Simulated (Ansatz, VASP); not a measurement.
## Two plane-wave programs on AlN

```xyz
4
Lattice="3.1888 0.0000 0.0000 -1.5944 2.7616 0.0000 0.0000 0.0000 4.7291" Properties=species:S:1:pos:R:3 pbc="T T T"
Al    0.0000    1.8410    0.0000
Al    1.5944    0.9205    2.3645
N     0.0000    1.8410    1.8207
N     1.5944    0.9205    4.1853
```

Change from the starting cell: strain +0.025 along x and y, -0.050 along z, atoms carried along.

Alike in both runs: task single point; functional r2SCAN; k mesh 12 × 12 × 6; occupations gaussian, width 0.05 eV; no spin polarisation.

|  | VASP | Ansatz |
| --- | --- | --- |
| version | VASP 6.6.1 | Ansatz 0.2.0 |
| potentials or method | VASP PAW PBE potentials, release 64 (Al, N), cutoff 520 eV | scalar-relativistic, plane waves, PAW |
| valence electrons in the cell | 16 | 16 |

VASP gave:

- gap on the k mesh at the Fermi level (eV): 4.62
- least direct gap on the mesh (eV): 4.62
- pressure (GPa): -0.3
- traceless stress, the component that is largest in VASP (GPa): 20.24
- rms of the force components (eV/Å): 0.553

Q: What did Ansatz give for the same quantities?

A: gap on the k mesh at the Fermi level (eV): 4.59; least direct gap on the mesh (eV): 4.59; pressure (GPa): 0.1; traceless stress, the component that is largest in VASP (GPa): 19.96; rms of the force components (eV/Å): 0.543.

VASP's potentials were made for PBE, not for r2SCAN. Atom by atom the forces differ by 0.010 eV/Å (rms over components). The functional is the same, so the differences come from potentials, cutoffs and numerics.
